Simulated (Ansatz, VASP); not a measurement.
# ZnCd3Se2S2 in VASP and in Ansatz

```
CELL_PARAMETERS angstrom
0.00000 4.00000 5.67500
4.00000 0.00000 5.67500
4.00000 4.00000 0.00000
ATOMIC_POSITIONS crystal
Zn 0.00000 0.00000 0.00000
Cd 0.75000 0.75000 0.75000
Cd 0.25000 0.25000 0.25000
Cd 0.50000 0.50000 0.50000
Se 0.62500 0.12500 0.87500
Se 0.12500 0.62500 0.37500
S 0.37500 0.87500 0.62500
S 0.87500 0.37500 0.12500
```

Alike in both runs: task relaxation of cell and atoms; functional PBE; k mesh 3 × 3 × 3; occupations gaussian, width 0.15 eV; no spin polarisation.

|  | VASP | Ansatz |
| --- | --- | --- |
| version | VASP 6.6.1 | Ansatz 0.2.0 |
| potentials or method | VASP PAW PBE potentials, release 64 (Zn, Cd, Se, S), cutoff 600 eV | scalar-relativistic, plane waves, PAW |
| valence electrons in the cell | 72 | 116 |

|  | VASP | Ansatz | Ansatz less VASP |
| --- | --- | --- | --- |
| gap on the k mesh at the Fermi level, each at its own relaxed structure (eV) | 0.80 | 0.81 | +0.011 |
| relaxed volume (Å³/atom) | 26.30 | 26.18 | -0.121 |
| relaxed cell length with the largest relative difference (Å) | 7.275 | 7.260 | -0.0156 |

VASP's potentials hold 72 valence electrons a cell and Ansatz's 116, so a difference there can come from the potentials and not from the codes.

Noted on VASP's run: the volume moved by over 15 % at a fixed basis, so the end points are rough.
